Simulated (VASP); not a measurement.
Here is a VASP 6.6.1 calculation.

File INCAR:

```
  PREC = Accurate
  ENCUT = 520
  EDIFF = 1E-7
  ISMEAR = 0
  SIGMA = 0.15
  LREAL = F
  LASPH = T
  NELM = 100
  ALGO = Normal
  ISIF = 2
  LWAVE = F
  LCHARG = F
  NBANDS = 14
```

KPOINTS

```
Automatic mesh
0
Gamma
  20 20 20
```

POSCAR

```
NbH
1.0
   -1.6069640000      1.6069640000      1.9843010000
    1.6069640000     -1.6069640000      1.9843010000
    1.6069640000      1.6069640000     -1.9843010000
Nb H
1 1
Direct
    0.0000000000      0.0000000000      0.0000000000
    0.5000000000      0.5000000000      0.0000000000
```

Potentials or basis: VASP PAW LDA potentials, release 64 (Nb_sv, H).

The run is started by

```console
$ cat potpaw_LDA.64/Nb_sv/POTCAR potpaw_LDA.64/H/POTCAR > POTCAR
$ mpirun -np 1 vasp_std > vasp.out
```

(1) What does it give for the band gap on the k mesh?

(2) What does it give for the pressure?

## Answers

(1) zero (band 7 reaches 14.48 eV, above the bottom of band 8 at 10.31 eV).

(2) -11.1 GPa.
